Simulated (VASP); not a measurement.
Set up this calculation in VASP 6.6.1, as the native input.

- Task: single point
- Functional: PBE
- Potentials or basis: VASP PAW PBE potentials, release 64 (Au, I)
- Cutoff: 520 eV
- k mesh: 6 × 6 × 6
- Occupations: gaussian, width 0.1 eV
- Spin: no spin polarisation
- Dipole correction: no
- Further INCAR settings: ALGO = Normal; EDIFF = 1e-06; NBANDS = 24

The structure of AuI3 lies in POSCAR:

```
AuI3
1.0
   -2.6285855900      2.6285855900      4.5862507700
    2.6285855900     -2.6285855900      4.5862507700
    2.6285855900      2.6285855900     -4.5862507700
Au I
1 3
Direct
    0.0000000000      0.0000000000      0.0000000000
    0.2500000000      0.7500000000      0.5000000000
    0.7500000000      0.2500000000      0.5000000000
    0.5000000000      0.5000000000      0.0000000000
```

The cell was generated, and may not be a known phase.

These files were run (other wordings do the same):

INCAR

```
PREC = Accurate ; ENCUT = 520
EDIFF = 1E-6 ; ISMEAR = 0
SIGMA = 0.1 ; LREAL = F
LASPH = T ; NELM = 60
ALGO = Normal ; ISIF = 2
LWAVE = F ; LCHARG = F
GGA = PE ; NBANDS = 24
```

KPOINTS

```
regular mesh
0
Gamma
  6 6 6
```

Potentials or basis: VASP PAW PBE potentials, release 64 (Au, I).

Command:

```console
$ cat potpaw_PBE.64/Au/POTCAR potpaw_PBE.64/I/POTCAR > POTCAR
$ mpirun -np 1 vasp_std > vasp.out
```

Results of the run:

```json
{
  "Pressure": "-0.3 GPa",
  "Band gap on the k mesh": "zero (bands 16 and 17 overlap by 0.53 eV)"
}
```

Caveat: spin-orbit coupling is left out, which moves the levels of the heavy elements.

Wall time 64 s on 1 thread of Intel(R) Xeon(R) Platinum 8488C (Sapphire Rapids), on a shared host, peak memory 0.36 GiB.
